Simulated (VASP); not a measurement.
# TiB2 (P6/mmm) in VASP: notebook

TiB2 is run at these levels: revPBE, RPBE, PBE, LDA, BLYP; tasks: single point.

Program: VASP 6.6.1. These are calculated values, not measurements. Logs are shortened: lines on timing, memory, paths and dates and some standing lists are left out, and cuts for length are marked.

**1. The cell of the first run**

The structure is hexagonal, space group P6/mmm (No. 191). Conventional cell: a = 3.029 Å, b = 3.029 Å, c = 3.228 Å, α = 90.00°, β = 90.00°, γ = 120.00°. Within 3.1 Å of Ti (site symmetry 6/mmm) lie 12 B at 2.38 Å and 6 Ti at 3.03 Å. Within 2.3 Å of B (site symmetry -6m2) lie 3 B at 1.75 Å.

**2. Single point, revPBE**

The input, INCAR:

```
PREC = Accurate
ENCUT = 500
EDIFF = 1E-6
ISMEAR = -1
SIGMA = 0.1
LREAL = False
LASPH = True
NELM = 120
ALGO = Normal
ISIF = 2
LWAVE = False
LCHARG = False
GGA = RE
NBANDS = 16
GGA_COMPAT = False
```

The input, KPOINTS:

```
regular mesh
0
Gamma
  8 8 7
```

The input, POSCAR:

```
TiB2
1.0
    3.0292000000      0.0000000000      0.0000000000
   -1.5146000000      2.6233641500      0.0000000000
    0.0000000000      0.0000000000      3.2284000000
Ti B
1 2
Direct
    0.0000000000      0.0000000000      0.0000000000
    0.3333333346      0.6666666692      0.5000000000
    0.6666666673      0.3333333346      0.5000000000
```

Potentials or basis: VASP PAW PBE potentials, release 64 (Ti_sv, B).

Launch:

```sh
cat potpaw_PBE.64/Ti_sv/POTCAR potpaw_PBE.64/B/POTCAR > POTCAR
mpirun -np 1 vasp_std > vasp.out
```

OUTCAR:

```text
PREC = Accurate
   ENCUT = 500
   EDIFF = 1E-6
   ISMEAR = -1
   LREAL = False
   LASPH = True
   NELM = 120
   ISIF = 2
   GGA = RE

 ion  position               nearest neighbor table
   1  0.000  0.000  0.000-   3 2.38   3 2.38   2 2.38   2 2.38   2 2.38   2 2.38   3 2.38   3 2.38
                             3 2.38   3 2.38   2 2.38   2 2.38
   2  0.333  0.667  0.500-   3 1.75   3 1.75   3 1.75   1 2.38   1 2.38   1 2.38   1 2.38   1 2.38
                             1 2.38
   3  0.667  0.333  0.500-   2 1.75   2 1.75   2 1.75   1 2.38   1 2.38   1 2.38   1 2.38   1 2.38
                             1 2.38

  LATTYP: Found a hexagonal cell.
 ALAT       =     3.0292000000
 C/A-ratio  =     1.0657599366

  Lattice vectors:

 A1 = (   3.0292000000,   0.0000000000,   0.0000000000)
 A2 = (  -1.5146000000,   2.6233641500,   0.0000000000)
 A3 = (   0.0000000000,   0.0000000000,   3.2284000000)

Analysis of symmetry for initial positions (statically):
=====================================================================
 Subroutine PRICEL returns:
 Original cell was already a primitive cell.

 Routine SETGRP: Setting up the symmetry group for a
 hexagonal supercell.

 Subroutine GETGRP returns: Found 24 space group operations
 (whereof 24 operations were pure point group operations)
 out of a pool of 24 trial point group operations.

The static configuration has the point symmetry D_6h.

Analysis of symmetry for dynamics (positions and initial velocities):
=====================================================================
 Subroutine PRICEL returns:
 Original cell was already a primitive cell.

 Routine SETGRP: Setting up the symmetry group for a
 hexagonal supercell.

 Subroutine GETGRP returns: Found 24 space group operations
 (whereof 24 operations were pure point group operations)
 out of a pool of 24 trial point group operations.

The dynamic configuration has the point symmetry D_6h.

 Subroutine INISYM returns: Found 24 space group operations
 (whereof 24 operations are pure point group operations),
 and found     1 'primitive' translations

----------------------------------------------------------------------------------------
[... 85 lines left out ...]
 SYSTEM =  unknown system
   PREC   = accura    normal or accurate (medium, high low for compatibility)
   ISTART =      0    job   : 0-new  1-cont  2-samecut
   ICHARG =      2    charge: 1-file 2-atom 10-const
   ISPIN  =      1    spin polarized calculation?
   LNONCOLLINEAR =      F non collinear calculations
   LSORBIT =      F    spin-orbit coupling
   LASPH  =      T    aspherical Exc in radial PAW
   ENCUT  =  500.0 eV  36.75 Ry    6.06 a.u.   5.52  5.52  5.89*2*pi/ulx,y,z
   NELM   =    120;   NELMIN=  2; NELMDL= -5     # of ELM steps
   EDIFF  = 0.1E-05   stopping-criterion for ELM
   LREAL  =      F    real-space projection
   EDIFFG = 0.1E-04   stopping-criterion for IOM
   NSW    =      0    number of steps for IOM
   IBRION =     -1    ionic relax: 0-MD 1-quasi-New 2-CG
   NFREE  =      0    steps in history (QN), initial steepest desc. (CG)
   ISIF   =      2    stress and relaxation
   ISYM   =      2    0-nonsym 1-usesym 2-fastsym
   POTIM  = 0.5000    time-step for ionic-motion
   TEBEG  =    0.0;   TEEND  =   0.0 temperature during run
   PSTRESS=    0.0 pullay stress
   NELECT =      18.0000    total number of electrons
   NUPDOWN=      -1.0000    fix difference up-down
   EMIN   =  10.00;   EMAX   =-10.00  energy-range for DOS
   EFERMI =   0.00;   METHOD = LEGACY
   ISMEAR =    -1;   SIGMA  =   0.10  broadening in eV -4-tet -1-fermi 0-gaus
   EFERMI_NEDOS =   21; number of points for ismear=-14 and -15
   IALGO  =     38    algorithm
   IMIX   =      4    mixing-type and parameters
     AMIX     =   0.40;   BMIX     =  1.00
     AMIX_MAG =   1.60;   BMIX_MAG =  1.00
  volume/ion in A,a.u.               =       8.55        57.71
  Fermi-wavevector in a.u.,A,eV,Ry     =   1.454703  2.748990 28.792122  2.116161
  Thomas-Fermi vector in A             =   2.571823
   LORBIT       =      0    0 simple, 1 ext, 2 COOP (PROOUT), +10 PAW based schemes
   GGA     = RE    functional components
   LHFCALC =     F    Hartree Fock is set to
   AEXX    =    0.0000 exact exchange contribution
   IVDW    =     0    specifies the selected vdW correction
   LEPSILON=     F    determine dielectric tensor
   LRPA    =     F    only Hartree local field effects (RPA)
 non-spin polarized calculation
  energy-cutoff  :      500.00
  volume of cell :       25.66
 maximum number of plane-waves:       666
 NGX is ok and might be reduce to    24
   NGX = 11   NGY = 11   NGZ = 11

 number of electron      18.0000002 magnetization

 Free energy of the ion-electron system (eV)
  ---------------------------------------------------
  ext. energy  EPLUGINS =         0.00000000
  ---------------------------------------------------
  free energy    TOTEN  =       -23.57550279 eV

  energy without entropy =      -23.56670579  energy(sigma->0) =      -23.57110429

 E-fermi :  10.1212     XC(G=0): -12.7234

 val. band max:        9.9760266990   @ k =   0.0000   0.0000   0.4286
 cond. band min:      10.3770449929   @ k =   0.1250   0.1250   0.2857
 fundamental gap:      0.4010182939
 Fermi energy:        10.1211818750

 k-point     1 :       0.0000    0.0000    0.0000
  band No.  band energies     occupation
      1     -46.9699      2.00000
      2     -23.2722      2.00000
      3     -22.9559      2.00000
      4     -22.9559      2.00000
      5      -3.4774      2.00000
      6       7.4876      2.00000
[... 433 lines left out ...]
      3     -23.2816      2.00000
      4     -23.0224      2.00000
      5      -0.5130      2.00000
      6       2.9481      2.00000
[... 8 lines left out ...]
     15      17.9272      0.00000
     16      22.4409      0.00000

 [... further k-points ...]
[... 5 lines left out ...]
  --------------------------------------------------------------------------------------
  -------------------------------------------------------------------------------------
  Total        0.7206996      0.7206996      0.4026475      0.0000000      0.0000000      0.0000000
  in kB       45.0081353     45.0081352     25.1455843      0.0000000      0.0000000      0.0000000
  external PRESSURE =      38.3872849 kB  Pullay stress =       0.0000000 kB

 VOLUME and BASIS-vectors are now :
 -----------------------------------------------------------------------------
  energy-cutoff  :      500.00
  volume of cell :       25.66
      direct lattice vectors                 reciprocal lattice vectors
     3.029200000  0.000000000  0.000000000     0.330120164  0.190594966  0.000000000
    -1.514600000  2.623364150  0.000000000     0.000000000  0.381189931  0.000000000
     0.000000000  0.000000000  3.228400000     0.000000000  0.000000000  0.309750960

 POSITION                                       TOTAL-FORCE (eV/Angst)
 -----------------------------------------------------------------------------------
      0.00000      0.00000      0.00000         0.000000     -0.000000     -0.000000
      0.00000      1.74891      1.61420         0.000000      0.000000     -0.000000
      1.51460      0.87445      1.61420        -0.000000     -0.000000      0.000000
 -----------------------------------------------------------------------------------
    total drift:                               -0.000000     -0.000000      0.000000

  FREE ENERGIE OF THE ION-ELECTRON SYSTEM (eV)
  ---------------------------------------------------
  free  energy   TOTEN  =       -23.5755027909 eV

  energy  without entropy=      -23.5667057878  energy(sigma->0) =      -23.57110429
```

OSZICAR:

```text
N       E                     dE             d eps       ncg     rms          rms(c)
DAV:   1     0.120837060797E+03    0.12084E+03   -0.87524E+03  1280   0.125E+03
DAV:   2    -0.217607066454E+02   -0.14260E+03   -0.13775E+03  1408   0.337E+02
DAV:   3    -0.284896418808E+02   -0.67289E+01   -0.66676E+01  1832   0.720E+01
DAV:   4    -0.286303390991E+02   -0.14070E+00   -0.14066E+00  1544   0.939E+00
DAV:   5    -0.286343755149E+02   -0.40364E-02   -0.40361E-02  1864   0.126E+00    0.166E+01
DAV:   6    -0.235828719055E+02    0.50515E+01   -0.20300E+01  1864   0.480E+01    0.379E+00
DAV:   7    -0.235724542861E+02    0.10418E-01   -0.10013E+00  1360   0.113E+01    0.328E+00
DAV:   8    -0.235771465699E+02   -0.46923E-02   -0.80172E-02  2048   0.240E+00    0.728E-01
DAV:   9    -0.235758970079E+02    0.12496E-02   -0.31772E-02  1536   0.224E+00    0.243E-01
DAV:  10    -0.235754808071E+02    0.41620E-03   -0.24751E-03  1680   0.604E-01    0.638E-02
DAV:  11    -0.235755126978E+02   -0.31891E-04   -0.38255E-04  1712   0.216E-01    0.486E-02
DAV:  12    -0.235755024913E+02    0.10206E-04   -0.62735E-05  1488   0.102E-01    0.862E-03
DAV:  13    -0.235755027909E+02   -0.29962E-06   -0.32633E-06  1552   0.165E-02
   1 F= -.23575503E+02 E0= -.23571104E+02  d E =-.879700E-02
```

stdout:

```text
POSCAR found type information on POSCAR TiB
 POSCAR found :  2 types and       3 ions
 scaLAPACK will be used
 -----------------------------------------------------------------------------
|                                                                             |
|                                                                             |
|     You enforced a specific xc type in the INCAR file but a different       |
|     I HOPE YOU KNOW WHAT YOU ARE DOING!                                     |
|                                                                             |
 -----------------------------------------------------------------------------

 LDA part: xc-table for (Slater+PW92), standard interpolation
 POSCAR, INCAR and KPOINTS ok, starting setup
 FFT: planning ... GRIDC
 FFT: planning ... GRID_SOFT
 FFT: planning ... GRID
 WAVECAR not read
 entering main loop
```

It took 7.1 s on 1 thread of Intel Xeon Platinum 8488C (Sapphire Rapids), shared host; peak memory 0.14 GiB.

What came out:

| Quantity | Value |
| --- | --- |
| Free energy | -23.5755 eV |
| Pressure | 3.8 GPa |
| Band gap on the k mesh | zero (band 9 reaches 10.50 eV, above the bottom of band 10 at 9.98 eV) |

Stress tensor (GPa, compression positive):
```
4.50 0.00 0.00
0.00 4.50 0.00
0.00 0.00 2.51
```

Caveat: the PAW data sets were made with another functional, which shifts forces and pressure a little.

**3. Single point, RPBE**

Changes to INCAR since step 2:

```diff
@@ -11,4 +11,6 @@
 LWAVE = False
-LCHARG = False
-GGA = RE
+LCHARG = True
+GGA = RP
+LELF = True
+LVHAR = True
 NBANDS = 16
```

KPOINTS is that of step 2.

POSCAR is that of step 2.

Potentials or basis: VASP PAW PBE potentials, release 64 (Ti_sv, B).

Launch:

```sh
cat potpaw_PBE.64/Ti_sv/POTCAR potpaw_PBE.64/B/POTCAR > POTCAR
mpirun -np 1 vasp_std > vasp.out
```

Run time: 8 s. Hardware: 1 thread of Intel Xeon Platinum 8488C (Sapphire Rapids), shared host; peak memory 0.14 GiB.

Results (log left out):

```yaml
Free_energy: -23.3303 eV
Pressure: 4.9 GPa
Band_gap_on_the_k_mesh: zero (band 9 reaches 10.53 eV, above the bottom of band 10 at 10.00 eV)
```

Stress tensor (GPa, compression positive):
```
5.60 0.00 0.00
0.00 5.60 0.00
0.00 0.00 3.62
```

Levels at points of the mesh, in eV from the Fermi level:
| k point | band 5 | band 6 | band 7 | band 8 | band 9 | band 10 | band 11 | band 12 | band 13 | band 14 |
| --- | --- | --- | --- | --- | --- | --- | --- | --- | --- | --- |
| (0.00, 0.00, 0.00) | -13.62 | -2.64 | -2.64 | -2.38 | -2.15 | 1.86 | 1.86 | 3.63 | 3.63 | 5.72 |
| (0.50, 0.00, 0.00) | -9.44 | -9.34 | -3.31 | -3.26 | -2.30 | 1.30 | 2.72 | 3.19 | 3.33 | 7.38 |

Caveat: the PAW data sets were made with another functional, which shifts forces and pressure a little.

**4. Single point, PBE**

The input, INCAR:

```
SYSTEM = TiB2
  ALGO = Normal
  EDIFF = 1E-6
  ENCUT = 500
  GGA = PE
  GGA_COMPAT = .FALSE.
  ISIF = 2
  ISMEAR = -1
  LASPH = .TRUE.
  LCHARG = .FALSE.
  LREAL = .FALSE.
  LWAVE = .FALSE.
  NBANDS = 16
  NELM = 120
  PREC = Accurate
  SIGMA = 0.1
```

The input, KPOINTS:

```
k-points
0
G
  8 8 7
  0 0 0
```

POSCAR is that of step 3.

Launch:

```sh
cat potpaw_PBE.64/Ti_sv/POTCAR potpaw_PBE.64/B/POTCAR > POTCAR
mpirun -np 1 vasp_std > vasp.out
```

Run time: 7.7 s. Hardware: 1 thread of Intel Xeon Platinum 8488C (Sapphire Rapids), shared host; peak memory 0.14 GiB.

The run converged. Its results:

```yaml
Free_energy: -24.4379 eV
Pressure: 0.4 GPa
Band_gap_on_the_k_mesh: zero (band 9 reaches 10.41 eV, above the bottom of band 10 at 9.89 eV)
```

Stress tensor (GPa, compression positive):
```
 1.00  0.00  0.00
 0.00  1.00  0.00
 0.00  0.00 -0.66
```

Levels at points of the mesh, in eV from the Fermi level:
| k point | band 7 | band 8 | band 9 | band 10 | band 11 | band 12 |
| --- | --- | --- | --- | --- | --- | --- |
| (0.00, 0.00, 0.00) | -2.63 | -2.36 | -2.15 | 1.86 | 1.86 | 3.62 |
| (0.50, 0.00, 0.00) | -3.30 | -3.26 | -2.30 | 1.30 | 2.71 | 3.18 |

**5. Single point, LDA**

The input, INCAR:

```
SYSTEM = TiB2
PREC = Accurate ; ENCUT = 500
EDIFF = 1E-6 ; ISMEAR = -1
SIGMA = 0.1 ; LREAL = .False.
LASPH = .True. ; NELM = 120
ALGO = Normal ; ISIF = 2
LWAVE = .False. ; LCHARG = .False.
NBANDS = 16 ; GGA_COMPAT = .False.
```

The input, KPOINTS:

```
Automatic mesh
0
Gamma
  8 8 7
  0 0 0
```

POSCAR is that of step 4.

Potentials or basis: VASP PAW LDA potentials, release 64 (Ti_sv, B).

Launch:

```sh
cat potpaw_LDA.64/Ti_sv/POTCAR potpaw_LDA.64/B/POTCAR > POTCAR
mpirun -np 1 vasp_std > vasp.out
```

Run time: 7 s. Hardware: 1 thread of Intel Xeon Platinum 8488C (Sapphire Rapids), shared host; peak memory 0.13 GiB.

Results (log left out):

| Quantity | Value |
| --- | --- |
| Free energy | -26.8922 eV |
| Pressure | -10.7 GPa |
| Band gap on the k mesh | zero (band 9 reaches 10.33 eV, above the bottom of band 10 at 9.81 eV) |

Stress tensor (GPa, compression positive):
```
 -9.97   0.00   0.00
  0.00  -9.97   0.00
  0.00   0.00 -12.25
```

Levels at points of the mesh, in eV from the Fermi level:
```
           k point  band 6  band 7  band 8  band 9  band 10  band 11  band 12  band 13
(0.00, 0.00, 0.00)   -2.61   -2.61   -2.28   -2.14     1.85     1.85     3.61     3.61
(0.50, 0.00, 0.00)   -9.05   -3.25   -3.23   -2.28     1.30     2.71     3.18     3.37
```

**6. Single point, BLYP**

The input, INCAR:

```
SYSTEM = TiB2
PREC = Accurate ; ENCUT = 500
EDIFF = 1E-6 ; ISMEAR = -1
SIGMA = 0.1 ; LREAL = .FALSE.
LASPH = .TRUE. ; NELM = 120
ALGO = Normal ; ISIF = 2
LWAVE = .FALSE. ; LCHARG = .TRUE.
GGA = B5 ; ALDAX = 1.0
AGGAX = 1.0 ; AGGAC = 1.0
ALDAC = 0.0 ; LELF = .TRUE.
LVHAR = .TRUE. ; NBANDS = 16
GGA_COMPAT = .FALSE.
```

The input, KPOINTS:

```
Automatic mesh
0
G
  8 8 7
  0 0 0
```

POSCAR is that of step 5.

Potentials or basis: VASP PAW PBE potentials, release 64 (Ti_sv, B).

Launch:

```sh
cat potpaw_PBE.64/Ti_sv/POTCAR potpaw_PBE.64/B/POTCAR > POTCAR
mpirun -np 1 vasp_std > vasp.out
```

Wall time 15 s (1 thread of Intel Xeon Platinum 8488C (Sapphire Rapids), shared host); peak memory 0.14 GiB.

It converged, with:

- Free energy: -21.7402 eV
- Pressure: 6.9 GPa
- Band gap on the k mesh: zero (band 9 reaches 10.83 eV, above the bottom of band 10 at 10.32 eV)

Stress tensor (GPa, compression positive):
```
5.60 0.00 0.00
0.00 5.60 0.00
0.00 0.00 9.37
```

Levels at points of the mesh, in eV from the Fermi level:
```tsv
k point	band 7	band 8	band 9	band 10	band 11	band 12
(0.00, 0.00, 0.00)	-2.65	-2.30	-2.00	1.77	1.77	3.47
(0.50, 0.00, 0.00)	-3.29	-3.23	-2.18	1.24	2.59	3.05
```

Caveat: the PAW data sets were made with another functional, which shifts forces and pressure a little.

**7. Overview**

| level | potentials or basis | gap on the mesh (eV) | pressure (GPa) |
| --- | --- | --- | --- |
| revPBE | VASP PAW PBE potentials, release 64 (Ti_sv, B) | none | 3.8 |
| RPBE | VASP PAW PBE potentials, release 64 (Ti_sv, B) | none | 4.9 |
| PBE | VASP PAW PBE potentials, release 64 (Ti_sv, B) | none | 0.4 |
| LDA | VASP PAW LDA potentials, release 64 (Ti_sv, B) | none | -10.7 |
| BLYP | VASP PAW PBE potentials, release 64 (Ti_sv, B) | none | 6.9 |

Alike in all rows: task single point; no spin polarisation; cell as given; k mesh 8 × 8 × 7; cutoff (eV) 500; smearing fermi-dirac 0.1 eV.

Caveats: the PAW data sets were made with another functional, which shifts forces and pressure a little (some runs).

Absolute energies hang on the potentials; compare differences alone.
